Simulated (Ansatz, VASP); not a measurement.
# One calculation of Ga4Sb5, two programs

```
Sb Ga
1.0
     4.39385    0.00000    0.00000
     0.00000    4.39385    0.00000
     0.00000    0.00000   27.42768
Sb Ga
5 4
Direct
  0.00000 0.50000 0.27345
  0.50000 0.00000 0.38672
  0.00000 0.50000 0.50000
  0.50000 0.00000 0.61328
  0.00000 0.50000 0.72655
  0.50000 0.50000 0.33008
  0.00000 0.00000 0.44336
  0.50000 0.50000 0.55664
  0.00000 0.00000 0.66992
```

Alike in both runs: task single point; functional PBE; k mesh 8 × 8 × 1; occupations gaussian, width 0.1 eV; no spin polarisation.

|  | VASP | Ansatz |
| --- | --- | --- |
| version | VASP 6.6.1 | Ansatz 0.2.0 |
| potentials or method | VASP PAW PBE potentials, release 64 (Sb, Ga_d), cutoff 520 eV | scalar-relativistic, plane waves, PAW |
| valence electrons in the cell | 77 | 127 |

VASP gave:

| Property | Result |
| --- | --- |
| gap on the k mesh at the Fermi level (eV) | none |
| rms of the force components (eV/Å) | 0.057 |
| work function, face that differs most (eV) | 5.25 |

Q: Which values does Ansatz return?

A: gap on the k mesh at the Fermi level (eV): none; rms of the force components (eV/Å): 0.058; work function, face that differs most (eV): 5.24.

A gap of «none» marks a metal or a gap that the smearing closes. VASP's potentials hold 77 valence electrons a cell and Ansatz's 127, so a difference there can come from the potentials and not from the codes. Ansatz's warnings: xc potential rough in thin density.

Spin-orbit coupling is off throughout.
